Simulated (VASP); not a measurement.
# ZnO (P6_3mc) in VASP: a series of runs

Runs on ZnO. Level: r2SCAN. Tasks: single point.

All numbers are computed with VASP 6.6.1; they aren't measurements. Logs are shortened: lines on timing, memory, paths and dates and some standing lists are left out, and cuts for length are marked.

**Experimental background.**

“Electronic structure of alkaline earth and post-transition metal oxides”, 2009, arxiv:0908.1581 quotes, for a bulk crystal of ZnO: band gap 3.37 eV.

How close the calculation comes is told below.

**1. The cell of the first run**

The structure is hexagonal, space group P6_3mc (No. 186). Conventional cell: a = 3.169 Å, b = 3.169 Å, c = 5.105 Å, α = 90.00°, β = 90.00°, γ = 120.00°. Within 2.6 Å of Zn (site symmetry 3m) lie 4 O at 1.93 to 1.94 Å. O (site symmetry 3m) has 4 Zn at 1.93 to 1.94 Å within 2.6 Å.

**2. Single point, r2SCAN (volume scaled by 0.94, then relaxed in part)**

Contents of POSCAR:

```
ZnO
1.0
    3.1691551016      0.0000000000      0.0000000000
   -1.5845775508      2.7445688265      0.0000000000
    0.0000000000      0.0000000000      5.1050165770
Zn O
2 2
Direct
    0.3333333333      0.6666666667      0.4996921304
    0.6666666667      0.3333333333     -0.0003078696
    0.6666666667      0.3333333333      0.3793178696
    0.3333333333      0.6666666667      0.8793178696
```

Contents of INCAR.step1:

```
PREC = Accurate ; ENCUT = 520
ISMEAR = 0 ; SIGMA = 0.02
LREAL = F ; LASPH = T
NELM = 100 ; NBANDS = 26
GGA = PE ; ALGO = Normal
EDIFF = 1E-4 ; LWAVE = T
LCHARG = F
```

Contents of INCAR.step2:

```
PREC = Accurate ; ENCUT = 520
EDIFF = 1E-6 ; ISMEAR = 0
SIGMA = 0.02 ; LREAL = F
LASPH = T ; NELM = 100
ALGO = Normal ; ISIF = 2
LWAVE = F ; LCHARG = F
METAGGA = R2SCAN ; LMIXTAU = T
NBANDS = 26 ; ISTART = 1
```

Contents of KPOINTS:

```
Automatic mesh
0
Gamma
  12 12 6
```

Potentials or basis: VASP PAW PBE potentials, release 64 (Zn, O).

The run is started by

```bash
> cat potpaw_PBE.64/Zn/POTCAR potpaw_PBE.64/O/POTCAR > POTCAR
> cp INCAR.step1 INCAR
> mpirun -np 1 vasp_std > vasp.out
> cp INCAR.step2 INCAR
> mpirun -np 1 vasp_std > vasp.out
```

OUTCAR:

```text
PREC = Accurate
   ENCUT = 520
   EDIFF = 1E-6
   ISMEAR = 0
   LREAL = F
   LASPH = T
   NELM = 100
   ISIF = 2
   METAGGA = R2SCAN
   ISTART = 1

 ion  position               nearest neighbor table
   1  0.333  0.667  0.500-   3 1.93   3 1.93   3 1.93   4 1.94
   2  0.667  0.333  1.000-   4 1.93   4 1.93   4 1.93   3 1.94
   3  0.667  0.333  0.379-   1 1.93   1 1.93   1 1.93   2 1.94
   4  0.333  0.667  0.879-   2 1.93   2 1.93   2 1.93   1 1.94

  LATTYP: Found a hexagonal cell.
 ALAT       =     3.1691551016
 C/A-ratio  =     1.6108446615

  Lattice vectors:

 A1 = (   3.1691551016,   0.0000000000,   0.0000000000)
 A2 = (  -1.5845775508,   2.7445688265,   0.0000000000)
 A3 = (   0.0000000000,   0.0000000000,   5.1050165770)

Analysis of symmetry for initial positions (statically):
=====================================================================
 Subroutine PRICEL returns:
 Original cell was already a primitive cell.

 Routine SETGRP: Setting up the symmetry group for a
 hexagonal supercell.

 Subroutine GETGRP returns: Found 12 space group operations
 (whereof  6 operations were pure point group operations)
 out of a pool of 24 trial point group operations.

The static configuration has the point symmetry C_3v.
 The point group associated with its full space group is C_6v.

Analysis of symmetry for dynamics (positions and initial velocities):
=====================================================================
 Subroutine PRICEL returns:
 Original cell was already a primitive cell.

 Routine SETGRP: Setting up the symmetry group for a
 hexagonal supercell.

 Subroutine GETGRP returns: Found 12 space group operations
 (whereof  6 operations were pure point group operations)
 out of a pool of 24 trial point group operations.

The dynamic configuration has the point symmetry C_3v.
 The point group associated with its full space group is C_6v.

 Subroutine INISYM returns: Found 12 space group operations
 (whereof  6 operations are pure point group operations),
 and found     1 'primitive' translations

----------------------------------------------------------------------------------------

                                     Primitive cell

  volume of cell :      44.4033

  direct lattice vectors                    reciprocal lattice vectors
     3.169155102  0.000000000  0.000000000     0.315541514  0.182177978  0.000000000
    -1.584577551  2.744568827  0.000000000     0.000000000  0.364355957  0.000000000
     0.000000000  0.000000000  5.105016577     0.000000000  0.000000000  0.195885750

  length of vectors
     3.169155102  3.169155102  5.105016577     0.364355957  0.364355957  0.195885750

  position of ions in fractional coordinates (direct lattice)
     0.333333333  0.666666667  0.499692130
     0.666666667  0.333333333  0.999692130
     0.666666667  0.333333333  0.379317870
     0.333333333  0.666666667  0.879317870

  ion indices of the primitive-cell ions
   primitive index   ion index
                 1           1
                 2           2
                 3           3
                 4           4

----------------------------------------------------------------------------------------

 KPOINTS: Automatic mesh

Automatic generation of k-mesh.
 Grid dimensions read from file:
 generate k-points for:   12   12    6

 Generating k-lattice:

  Cartesian coordinates                     Fractional coordinates (reciprocal lattice)
     0.026295126  0.015181498  0.000000000     0.083333333 -0.000000000  0.000000000
     0.000000000  0.030362996  0.000000000     0.000000000  0.083333333  0.000000000
     0.000000000  0.000000000  0.032647625     0.000000000  0.000000000  0.166666667

  Length of vectors
     0.030362996  0.030362996  0.032647625

  Shift w.r.t. Gamma in fractional coordinates (k-lattice)
     0.000000000  0.000000000  0.000000000

 Subroutine IBZKPT returns following result:
 ===========================================

 Found     76 irreducible k-points:

 Following reciprocal coordinates:
            Coordinates               Weight
  0.000000  0.000000  0.000000      1.000000
  0.083333  0.000000  0.000000      6.000000
  0.166667  0.000000  0.000000      6.000000
  0.250000 -0.000000  0.000000      6.000000
  0.333333 -0.000000  0.000000      6.000000
  0.416667  0.000000  0.000000      6.000000
[... 16 lines left out ...]
  0.250000 -0.000000  0.166667     12.000000
  0.333333 -0.000000  0.166667     12.000000
 [... further k-points ...]
   k-points           NKPTS =     76   k-points in BZ     NKDIM =     76   number of bands    NBANDS=     26
   number of dos      NEDOS =    301   number of ions     NIONS =      4
   total plane-waves  NPLWV =  23040
   dimension x,y,z NGX =    24 NGY =   24 NGZ =   40
   dimension x,y,z NGXF=    48 NGYF=   48 NGZF=   80
   ions per type =               2   2
   NGX,Y,Z   is equivalent  to a cutoff of  12.59, 12.59, 13.03 a.u.
   NGXF,Y,Z  is equivalent  to a cutoff of  25.18, 25.18, 26.05 a.u.
 SYSTEM =  unknown system
   PREC   = accura    normal or accurate (medium, high low for compatibility)
   ISTART =      1    job   : 0-new  1-cont  2-samecut
   ICHARG =      0    charge: 1-file 2-atom 10-const
   ISPIN  =      1    spin polarized calculation?
   LNONCOLLINEAR =      F non collinear calculations
   LSORBIT =      F    spin-orbit coupling
   LASPH  =      T    aspherical Exc in radial PAW
   ENCUT  =  520.0 eV  38.22 Ry    6.18 a.u.   5.89  5.89  9.49*2*pi/ulx,y,z
   NELM   =    100;   NELMIN=  2; NELMDL=  0     # of ELM steps
   EDIFF  = 0.1E-05   stopping-criterion for ELM
   LREAL  =      F    real-space projection
   EDIFFG = 0.1E-04   stopping-criterion for IOM
   NSW    =      0    number of steps for IOM
   IBRION =     -1    ionic relax: 0-MD 1-quasi-New 2-CG
   NFREE  =      0    steps in history (QN), initial steepest desc. (CG)
   ISIF   =      2    stress and relaxation
   ISYM   =      2    0-nonsym 1-usesym 2-fastsym
   POTIM  = 0.5000    time-step for ionic-motion
   TEBEG  =    0.0;   TEEND  =   0.0 temperature during run
   PSTRESS=    0.0 pullay stress
   NELECT =      36.0000    total number of electrons
   NUPDOWN=      -1.0000    fix difference up-down
   EMIN   =  10.00;   EMAX   =-10.00  energy-range for DOS
   EFERMI =   0.00;   METHOD = LEGACY
   ISMEAR =     0;   SIGMA  =   0.02  broadening in eV -4-tet -1-fermi 0-gaus
   EFERMI_NEDOS =   21; number of points for ismear=-14 and -15
   IALGO  =     38    algorithm
   IMIX   =      4    mixing-type and parameters
     AMIX     =   0.40;   BMIX     =  1.00
     AMIX_MAG =   1.60;   BMIX_MAG =  1.00
  volume/ion in A,a.u.               =      11.10        74.91
  Fermi-wavevector in a.u.,A,eV,Ry     =   1.526526  2.884715 31.705387  2.330280
  Thomas-Fermi vector in A             =   2.634547
   LORBIT       =      0    0 simple, 1 ext, 2 COOP (PROOUT), +10 PAW based schemes
   METAGGA = R2SCAN    functional components
   LHFCALC =     F    Hartree Fock is set to
   AEXX    =    0.0000 exact exchange contribution
   IVDW    =     0    specifies the selected vdW correction
   LEPSILON=     F    determine dielectric tensor
   LRPA    =     F    only Hartree local field effects (RPA)
 non-spin polarized calculation
 Gauss-broadening in eV      SIGMA  =   0.02
  energy-cutoff  :      520.00
  volume of cell :       44.40
 maximum number of plane-waves:      1211
 NGX is ok and might be reduce to    24
   NGX = 11   NGY = 11   NGZ = 19

 number of electron      35.9999971 magnetization

 Free energy of the ion-electron system (eV)
  ---------------------------------------------------
  ext. energy  EPLUGINS =         0.00000000
  ---------------------------------------------------
  free energy    TOTEN  =       -36.20663928 eV

  energy without entropy =      -36.20663928  energy(sigma->0) =      -36.20663928

 E-fermi :   1.6047     XC(G=0): -12.0735

 val. band max:        1.5172258757   @ k =   0.0000   0.0000   0.0000
 cond. band min:       2.8462586103   @ k =   0.0000   0.0000   0.0000
 fundamental gap:      1.3290327346
 Fermi energy:         1.6046666256

 k-point     1 :       0.0000    0.0000    0.0000
  band No.  band energies     occupation
      1     -18.1724      2.00000
      2     -17.3793      2.00000
      3      -4.7649      2.00000
      4      -4.6880      2.00000
      5      -4.6879      2.00000
      6      -4.6207      2.00000
[... 18 lines left out ...]
     25      17.0683      0.00000
     26      17.0685      0.00000

 k-point     2 :       0.0833    0.0000    0.0000
  band No.  band energies     occupation
      1     -18.1302      2.00000
      2     -17.3605      2.00000
      3      -4.7515      2.00000
      4      -4.6926      2.00000
      5      -4.6619      2.00000
      6      -4.5919      2.00000
[... 18 lines left out ...]
     25      16.9950      0.00000
     26      17.1846      0.00000

 k-point     3 :       0.1667    0.0000    0.0000
  band No.  band energies     occupation
      1     -18.0115      2.00000
      2     -17.3102      2.00000
      3      -4.8728      2.00000
      4      -4.5927      2.00000
      5      -4.5783      2.00000
      6      -4.5306      2.00000
[... 18 lines left out ...]
     25      16.8097      0.00000
     26      17.2823      0.00000

 k-point     4 :       0.2500   -0.0000    0.0000
  band No.  band energies     occupation
      1     -17.8393      2.00000
      2     -17.2466      2.00000
      3      -5.0005      2.00000
      4      -4.6087      2.00000
      5      -4.5058      2.00000
      6      -4.3925      2.00000
[... 18 lines left out ...]
     25      16.1656      0.00000
     26      17.0674      0.00000
[... 496 lines left out ...]
      1     -17.9661      2.00000
      2     -17.3587      2.00000
      3      -4.9102      2.00000
      4      -4.7451      2.00000
      5      -4.5808      2.00000
      6      -4.5300      2.00000
[... 18 lines left out ...]
     25      15.9216      0.00000
     26      17.0112      0.00000

 k-point    23 :       0.2500   -0.0000    0.1667
  band No.  band energies     occupation
      1     -17.7998      2.00000
      2     -17.2862      2.00000
      3      -5.0353      2.00000
      4      -4.7467      2.00000
      5      -4.4893      2.00000
      6      -4.4099      2.00000
[... 18 lines left out ...]
     25      16.1573      0.00000
     26      16.9225      0.00000

 k-point    24 :       0.3333   -0.0000    0.1667
  band No.  band energies     occupation
      1     -17.6180      2.00000
      2     -17.2235      2.00000
      3      -5.1030      2.00000
      4      -4.7904      2.00000
      5      -4.4092      2.00000
      6      -4.2657      2.00000
[... 18 lines left out ...]
     25      16.1631      0.00000
     26      16.9406      0.00000

 [... further k-points ...]
[... 5 lines left out ...]
  --------------------------------------------------------------------------------------
  -------------------------------------------------------------------------------------
  Total        3.3396513      3.3396513      3.3626499      0.0000000      0.0000000     -0.0000000
  in kB      120.5027421    120.5027421    121.3325868      0.0000000      0.0000000     -0.0000000
  external PRESSURE =     120.7793570 kB  Pullay stress =       0.0000000 kB

 VOLUME and BASIS-vectors are now :
 -----------------------------------------------------------------------------
  energy-cutoff  :      520.00
  volume of cell :       44.40
      direct lattice vectors                 reciprocal lattice vectors
     3.169155102  0.000000000  0.000000000     0.315541514  0.182177978  0.000000000
    -1.584577551  2.744568827  0.000000000     0.000000000  0.364355957  0.000000000
     0.000000000  0.000000000  5.105016577     0.000000000  0.000000000  0.195885750

 POSITION                                       TOTAL-FORCE (eV/Angst)
 -----------------------------------------------------------------------------------
     -0.00000      1.82971      2.55094         0.000000      0.000000      0.003428
      1.58458      0.91486      5.10344        -0.000000      0.000000      0.003428
      1.58458      0.91486      1.93642         0.000000     -0.000000     -0.003428
     -0.00000      1.82971      4.48893         0.000000      0.000000     -0.003428
 -----------------------------------------------------------------------------------
    total drift:                                0.000001      0.000001     -0.031463

  FREE ENERGIE OF THE ION-ELECTRON SYSTEM (eV)
  ---------------------------------------------------
  free  energy   TOTEN  =       -36.2066392790 eV

  energy  without entropy=      -36.2066392790  energy(sigma->0) =      -36.20663928
```

Wall time 2.1 min (1 thread of Intel Xeon Platinum 8488C (Sapphire Rapids), shared host); peak memory 0.22 GiB.

What came out:

| Item | Value |
| --- | --- |
| Free energy | -36.2066 eV |
| Pressure | 12.1 GPa |
| Largest force | 0.003 eV/Å |
| Band gap on the k mesh | 1.33 eV, direct |

Forces on the atoms (eV/Å):
```
Zn   0.000  0.000  0.003
Zn   0.000  0.000  0.003
O    0.000  0.000 -0.003
O    0.000  0.000 -0.003
```

Levels at points of the mesh, in eV from the valence-band top:
| k point | band 15 | band 16 | band 17 | band 18 | band 19 | band 20 | band 21 | band 22 |
| --- | --- | --- | --- | --- | --- | --- | --- | --- |
| (0.00, 0.00, 0.00) | -0.89 | -0.12 | 0.00 | 0.00 | 1.33 | 6.11 | 9.05 | 14.05 |
| (0.50, 0.00, 0.00) | -3.06 | -2.55 | -1.41 | -0.96 | 6.71 | 7.45 | 8.16 | 9.75 |
| (0.00, 0.00, 0.50) | -0.44 | -0.44 | -0.44 | -0.44 | 4.09 | 4.09 | 11.09 | 11.09 |
| (0.50, 0.00, 0.50) | -1.70 | -1.70 | -1.53 | -1.53 | 6.35 | 6.35 | 9.56 | 9.56 |

Caveat: the PAW data sets were made with another functional, which shifts forces and pressure a little.

[end of part 1 of 3]
